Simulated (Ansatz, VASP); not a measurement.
**Two plane-wave programs on Os**

The input INCAR:

```
PREC     = Accurate       # precision mode
ENCUT    = 520            # plane-wave cutoff, eV
EDIFF    = 1E-6           # SCF threshold, eV
ISMEAR   = 0              # smearing method
SIGMA    = 0.15           # smearing width, eV
LREAL    = False          # projectors in reciprocal space
LASPH    = True           # aspherical terms in the spheres
NELM     = 100            # most SCF steps
ALGO     = Normal         # electronic algorithm
ISIF     = 2              # what is computed and relaxed
LWAVE    = False          # write WAVECAR
LCHARG   = True           # write CHGCAR
GGA      = PS             # functional
LELF     = True           # ELF
LVHAR    = True         
NBANDS   = 10             # bands
```

The input KPOINTS:

```
Automatic mesh
0
Gamma
  20 20 20
```

Contents of POSCAR:

```
Os
1.0
    0.0000000000      1.9158250000      1.8866500000
    1.9158250000      0.0000000000      1.8866500000
    1.9158250000      1.9158250000      0.0000000000
Os
1
Direct
    0.0000000000      0.0000000000      0.0000000000
```

Input for Ansatz:

```yaml
crystal:
  lattice:
    - [0.0, 1.915825, 1.88665]
    - [1.915825, 0.0, 1.88665]
    - [1.915825, 1.915825, 0.0]
  atoms:
    - { symbol: Os, position: [0.0, 0.0, 0.0] }
basis:
  ecutwfc: 420
kpoints:
  mp_grid: { grid: [20, 20, 20] }
hamiltonian:
  xc: pbesol
scf:
  occupations: { method: gaussian, width: 0.15 }
output:
  forces: true
  stress: true
  eigenvalues: true
```

Change from the starting cell: strain -0.015 along x and y, -0.030 along z, atoms carried along.

Alike in both runs: task single point; functional PBEsol; k mesh 20 × 20 × 20; occupations gaussian, width 0.15 eV; no spin polarisation.

|  | VASP | Ansatz |
| --- | --- | --- |
| version | VASP 6.6.1 | Ansatz 0.2.0 |
| potentials or method | VASP PAW PBE potentials, release 64 (Os), cutoff 520 eV | scalar-relativistic, plane waves, PAW |
| valence electrons in the cell | 8 | 16 |

Ansatz gave:

* gap on the k mesh at the Fermi level (eV): none
* pressure (GPa): 3.0
* traceless stress, the component that is largest in VASP (GPa): 3.52

Problem. What did VASP give for the same quantities?

Solution. gap on the k mesh at the Fermi level (eV): none; pressure (GPa): 3.6; traceless stress, the component that is largest in VASP (GPa): 3.50.

VASP's potentials were made for PBE, not for PBEsol. A gap of «none» marks a metal or a gap that the smearing closes. VASP's potentials hold 8 valence electrons a cell and Ansatz's 16, so a difference there can come from the potentials and not from the codes.

Spin-orbit coupling is off throughout.
